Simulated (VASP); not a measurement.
Input of a VASP 6.6.1 run:

File INCAR:

```
SYSTEM = Cu3O2
PREC = Accurate
ENCUT = 520
EDIFF = 1E-7
ISMEAR = 0
SIGMA = 0.15
LREAL = .FALSE.
LASPH = .TRUE.
NELM = 60
ALGO = Normal
ISIF = 2
LWAVE = .FALSE.
LCHARG = .FALSE.
NBANDS = 30
```

KPOINTS

```
Automatic mesh
0
G
  14 14 14
  0 0 0
```

The input POSCAR:

```
Cu3O2
1.0
   -1.9159000000      1.9159000000      3.7799000000
    1.9159000000     -1.9159000000      3.7799000000
    1.9159000000      1.9159000000     -3.7799000000
Cu O
3 2
Direct
    0.2500000000      0.7500000000      0.5000000000
    0.7500000000      0.2500000000      0.5000000000
    0.0000000000      0.0000000000      0.0000000000
    0.0000000000      0.5000000000      0.5000000000
    0.5000000000      0.0000000000      0.5000000000
```

Potentials or basis: VASP PAW LDA potentials, release 64 (Cu, O).

Run with:

```console
$ cat potpaw_LDA.64/Cu/POTCAR potpaw_LDA.64/O/POTCAR > POTCAR
$ mpirun -np 1 vasp_std > vasp.out
```

Predict the band gap on the k mesh.

zero (an odd number of electrons rules out a gap without spin polarisation).

Estimate the pressure.

-5.8 GPa.

Stress tensor (GPa, compression positive):
```
  1.58   0.00   0.00
  0.00   1.58   0.00
  0.00   0.00 -20.49
```

Caveat: the stress differs along the axes, from -20 to 2 GPa. With open d or f shells a metallic result of LDA can be an artefact of self-interaction; +U or a hybrid may open a gap.
